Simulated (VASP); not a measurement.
Here is a VASP 6.6.1 calculation.

The input INCAR:

```
  PREC = Accurate
  ENCUT = 600
  EDIFF = 1E-7
  ISMEAR = 0
  SIGMA = 0.1
  LREAL = F
  LASPH = T
  NELM = 100
  ALGO = Normal
  ISIF = 3
  LWAVE = F
  LCHARG = F
  GGA = PS
  IBRION = 2
  NSW = 80
  EDIFFG = -0.05
```

The input KPOINTS:

```
regular mesh
0
Gamma
  10 10 10
```

Contents of POSCAR:

```
Be
1.0
    0.0000000000      1.8334813092      1.8334813092
    1.8334813092      0.0000000000      1.8334813092
    1.8334813092      1.8334813092      0.0000000000
Be
1
Direct
    0.0000000000      0.0000000000      0.0000000000
```

Potentials or basis: VASP PAW PBE potentials, release 64 (Be).

Run with:

```console
$ cat potpaw_PBE.64/Be/POTCAR > POTCAR
$ mpirun -np 1 vasp_std > vasp.out
```

(1) Estimate the relaxed volume.

(2) What does it give for the space group after relaxing (to 0.1 Å)?

(3) Predict the band gap on the k mesh.

## Answers

(1) 7.74 Å³/atom.

(2) Fm-3m (No. 225).

(3) 0.44 eV (least direct gap 1.08 eV).

Caveat: the volume moved by over 15 % at a fixed basis, so the end points are rough; the PAW data sets were made with another functional, which shifts forces and pressure a little.
